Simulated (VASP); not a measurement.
V, 1 atom in the cell. Symmetry: Pm-3m, No. 221, cubic system. Conventional cell: a = 2.497 Å, b = 2.497 Å, c = 2.497 Å, α = 90.00°, β = 90.00°, γ = 90.00°. V (site symmetry m-3m) has 6 V at 2.50 Å within 3.3 Å. 

```yaml
Program: VASP 6.6.1
Task: single point
Functional: PBE
Potentials_or_basis: VASP PAW PBE potentials, release 64 (V_sv)
Cutoff: 520 eV
k_mesh: 44 × 44 × 44
Occupations: fermi-dirac, width 0.0612256 eV
Spin: no spin polarisation
Dipole_correction: no
Further_INCAR_settings: ALGO = Normal; EDIFF = 1e-06; NBANDS = 12
```

Potentials or basis: VASP PAW PBE potentials, release 64 (V_sv).

Command:

```bash
$ cat potpaw_PBE.64/V_sv/POTCAR > POTCAR
$ mpirun -np 1 vasp_std > vasp.out
```

Hardware: 1 thread of Intel(R) Xeon(R) 6975P-C (Granite Rapids) (shared host).

Problem. How long does it take, and how much memory?

Solution. It took 2.1 min on 1 thread of Intel(R) Xeon(R) 6975P-C (Granite Rapids), with other jobs on the host, peak memory 0.49 GiB. Counts: scf iterations 11, k points 2300.
